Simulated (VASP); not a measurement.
Set up this calculation in VASP 6.6.1, as the native input.

| Item | Value |
| --- | --- |
| Task | single point |
| Functional | PBEsol |
| Dispersion | D3(BJ) |
| Potentials or basis | VASP PAW PBE potentials, release 64 (Al) |
| Cutoff | 520 eV |
| k mesh | 18 × 18 × 6 |
| Occupations | gaussian, width 0.1 eV |
| Spin | no spin polarisation |
| Dipole correction | no |
| Further INCAR settings | ALGO = Fast; EDIFF = 1e-06; NBANDS = 14 |

The structure of Al lies in POSCAR:

```
Al
1.0
    2.8546056425      0.0000000000      0.0000000000
   -1.4273028213      2.4721610042      0.0000000000
    0.0000000000      0.0000000000      9.3826531734
Al
4
Direct
    0.0000000000      0.0000000000      0.0000000000
    0.3333333333      0.6666666667      0.2500000000
    0.0000000000      0.0000000000      0.5000000000
    0.6666666667      0.3333333333      0.7500000000
```

This isn't the form of Al at room conditions, which is fcc.

These files were run (other wordings do the same):

INCAR

```
SYSTEM = Al
PREC = Accurate
ENCUT = 520
EDIFF = 1E-6
ISMEAR = 0
SIGMA = 0.1
LREAL = .False.
LASPH = .True.
NELM = 100
ALGO = Fast
ISIF = 2
LWAVE = .False.
LCHARG = .True.
GGA = PS
IVDW = 12
LELF = .True.
LVHAR = .True.
NBANDS = 14
```

KPOINTS

```
regular mesh
0
Gamma
  18 18 6
  0 0 0
```

Potentials or basis: VASP PAW PBE potentials, release 64 (Al).

Launch:

```bash
$ cat potpaw_PBE.64/Al/POTCAR > POTCAR
$ mpirun -np 1 vasp_std > vasp.out
```

Results of the run:

| Quantity | Value |
| --- | --- |
| Pressure | -4.6 GPa |
| Band gap on the k mesh | zero (bands 6 and 7 overlap by 5.38 eV) |
| Dispersion energy per atom | -0.316 eV |

Caveat: the cell stands under tension; the PAW data sets were made with another functional, which shifts forces and pressure a little.

Wall time 2.8 min on 1 thread of Intel Xeon 8259CL, with other jobs on the host, peak memory 0.26 GiB.
